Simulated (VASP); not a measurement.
MgO, 2 atoms in the cell. It takes space group Fm-3m (No. 225, cubic). The conventional cell has a = 4.136 Å, b = 4.136 Å, c = 4.136 Å, α = 90.00°, β = 90.00°, γ = 90.00°. Mg (site symmetry m-3m) has 6 O at 2.07 Å within 2.7 Å. Within 2.7 Å of O (site symmetry m-3m) lie 6 Mg at 2.07 Å. 

| Property | Result |
| --- | --- |
| Program | VASP 6.6.1 |
| Task | vibrations by perturbation theory |
| Functional | PBEsol |
| Potentials or basis | VASP PAW PBE potentials, release 64 (Mg, O) |
| Cutoff | 520 eV |
| k mesh | 10 × 10 × 10 |
| Occupations | gaussian, width 0.01 eV |
| Spin | no spin polarisation |
| Dipole correction | no |
| Further INCAR settings | ALGO = Normal; EDIFF = 1e-08; IBRION = 8; NSW = 1 |

Potentials or basis: VASP PAW PBE potentials, release 64 (Mg, O).

The run is started by

```sh
$ cat potpaw_PBE.64/Mg/POTCAR potpaw_PBE.64/O/POTCAR > POTCAR
$ mpirun -np 1 vasp_std > vasp.out
```

Hardware: 1 thread of Intel Xeon 8259CL (shared host).

Question: Estimate the wall time of this run.

Answer: Run time: 74 s on 1 thread of Intel Xeon 8259CL, with other jobs on the host, peak memory 0.18 GiB. Counts: scf iterations 35, k points 47.
